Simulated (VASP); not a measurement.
Here is a VASP 6.6.1 calculation.

Contents of INCAR:

```
PREC = Accurate ; ENCUT = 520
EDIFF = 1E-7 ; ISMEAR = -1
SIGMA = 0.02 ; LREAL = F
LASPH = T ; NELM = 60
ALGO = Normal ; ISIF = 2
LWAVE = F ; LCHARG = F
GGA = PE ; NBANDS = 26
```

KPOINTS

```
Automatic mesh
0
Gamma
  6 6 6
```

POSCAR

```
Ga2AsN
1.0
    1.6465440788      0.9506326671      5.9542264271
   -1.6465440788      0.9506326671      5.9542264271
    0.0000000000     -1.9012653343      5.9542264271
N As Ga
1 1 2
Direct
    1.0000000000      0.0000000000      0.0000000000
    0.5000000000      0.5000000000      0.5000000000
    0.2673231063      0.2673231063      0.2673231063
    0.7326768937      0.7326768937      0.7326768937
```

Potentials or basis: VASP PAW PBE potentials, release 64 (N, As, Ga_d).

The run is started by

```console
$ cat potpaw_PBE.64/N/POTCAR potpaw_PBE.64/As/POTCAR potpaw_PBE.64/Ga_d/POTCAR > POTCAR
$ mpirun -np 1 vasp_std > vasp.out
```

(1) Predict the largest force.

(2) Estimate the pressure.

Results:

(1) 0.157 eV/Å.

(2) 4.8 GPa.

Caveat: the k points lie up to 0.37 Å⁻¹ apart, too coarse for converged energies and pressures of a metal.
